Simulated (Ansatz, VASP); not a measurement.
## BaTe: VASP beside Ansatz

INCAR

```
SYSTEM = BaTe
ALGO     = Normal         ! electronic algorithm
EDIFF    = 1E-6           ! SCF threshold, eV
ENCUT    = 520            ! plane-wave cutoff, eV
GGA      = PE             ! functional
ISIF     = 2              ! what is computed and relaxed
ISMEAR   = 0              ! smearing method
LASPH    = .TRUE.         ! aspherical terms in the spheres
LCHARG   = .TRUE.         ! write CHGCAR
LELF     = .TRUE.         ! ELF
LREAL    = .FALSE.        ! projectors in reciprocal space
LVHAR    = .TRUE.       
LWAVE    = .FALSE.        ! write WAVECAR
NBANDS   = 15             ! bands
NELM     = 80             ! most SCF steps
PREC     = Accurate       ! precision mode
SIGMA    = 0.01           ! smearing width, eV
```

File KPOINTS:

```
k-points
0
G
  6 6 6
  0 0 0
```

The input POSCAR:

```
BaTe
1.0
    0.0000000000      3.5673632507      3.5673632507
    3.5673632507      0.0000000000      3.5673632507
    3.5673632507      3.5673632507      0.0000000000
Ba Te
1 1
Direct
    0.0000000000      0.0000000000      0.0000000000
    0.5000000000      0.5000000000      0.5000000000
```

Input for Ansatz:

```yaml
crystal:
  lattice:
    - [0.0, 3.5673632507, 3.5673632507]
    - [3.5673632507, 0.0, 3.5673632507]
    - [3.5673632507, 3.5673632507, 0.0]
  atoms:
    - { symbol: Ba, position: [0.0, 0.0, 0.0] }
    - { symbol: Te, position: [0.5, 0.5, 0.5] }
kpoints:
  mp_grid: { grid: [6, 6, 6] }
hamiltonian:
  xc: pbe
scf:
  occupations: { method: fixed }
  n_extra_bands: 4
output:
  forces: true
  stress: true
  eigenvalues: true
```

Alike in both runs: task single point; functional PBE; k mesh 6 × 6 × 6; no spin polarisation.

```csv
,VASP,Ansatz
version,VASP 6.6.1,Ansatz 0.2.0
potentials or method,"VASP PAW PBE potentials, release 64 (Ba_sv, Te)","plane waves, PAW"
plane-wave cutoff (eV),520,420
occupations,"gaussian, width 0.01 eV",fixed
valence electrons in the cell,16,26
```

```csv
,VASP,Ansatz,Ansatz less VASP
gap on the k mesh at the Fermi level (eV),1.64,1.71,+0.072
pressure (GPa),-0.5,-0.8,-0.27
```

VASP's potentials hold 16 valence electrons a cell and Ansatz's 26, so a difference there can come from the potentials and not from the codes.

Spin-orbit coupling is off throughout.
